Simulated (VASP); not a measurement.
Crystal: BeTe.

```
Be Te
1.0
     4.03085    0.00000    0.00000
    -2.01543    3.49082    0.00000
     0.00000    0.00000    8.14404
Be Te
2 2
Direct
  0.33333 0.66667 0.25000
  0.66667 0.33333 0.75000
  0.66667 0.33333 0.25000
  0.33333 0.66667 0.75000
```

Base run:

| Quantity | Value |
| --- | --- |
| Program | VASP 6.6.1 |
| Functional | LDA |
| Potentials or basis | VASP PAW LDA potentials, release 64 (Be, Te) |
| Cutoff | 520 eV |
| k mesh | 12 × 12 × 4 |
| Occupations | gaussian, width 0.01 eV |
| Spin | no spin polarisation |

Its results: band gap on the k mesh 2.48 eV, indirect (least direct gap 2.67 eV); pressure -2.0 GPa.

Question: The run is repeated on the same cell with these changes: functional from LDA to r2SCAN; potentials or basis from VASP PAW LDA potentials, release 64 (Be, Te) to VASP PAW PBE potentials, release 64 (Be, Te). What comes out?

Answer: Band gap on the k mesh 3.04 eV, indirect (least direct gap 3.22 eV); pressure 0.0 GPa.

Caveats: spin-orbit coupling is left out, which moves the levels of the heavy elements; the PAW data sets were made with another functional, which shifts forces and pressure a little (some runs).

A k mesh can miss the band edges.
